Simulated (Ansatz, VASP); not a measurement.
## IrSe in VASP and in Ansatz

```
CELL_PARAMETERS angstrom
0.00000 2.74446 2.74446
2.74446 0.00000 2.74446
2.74446 2.74446 0.00000
ATOMIC_POSITIONS crystal
Ir 0.00000 0.00000 0.00000
Se 0.25000 0.25000 0.25000
```

Alike in both runs: task single point; functional PBE; k mesh 10 × 10 × 10; occupations gaussian, width 0.05 eV; no spin polarisation.

|  | VASP | Ansatz |
| --- | --- | --- |
| version | VASP 6.6.1 | Ansatz 0.2.0 |
| potentials or method | VASP PAW PBE potentials, release 64 (Ir, Se), cutoff 520 eV | scalar-relativistic, plane waves, PAW |
| valence electrons in the cell | 15 | 33 |

Ansatz gave:

- gap on the k mesh at the Fermi level (eV): none
- pressure (GPa): 5.6

Which values does VASP return?

gap on the k mesh at the Fermi level (eV): none; pressure (GPa): 6.1.

A gap of «none» marks a metal or a gap that the smearing closes. With one functional, cell and mesh, what is left measures potentials, basis and numerics. VASP's potentials hold 15 valence electrons a cell and Ansatz's 33, so a difference there can come from the potentials and not from the codes.

Spin-orbit coupling is off throughout.
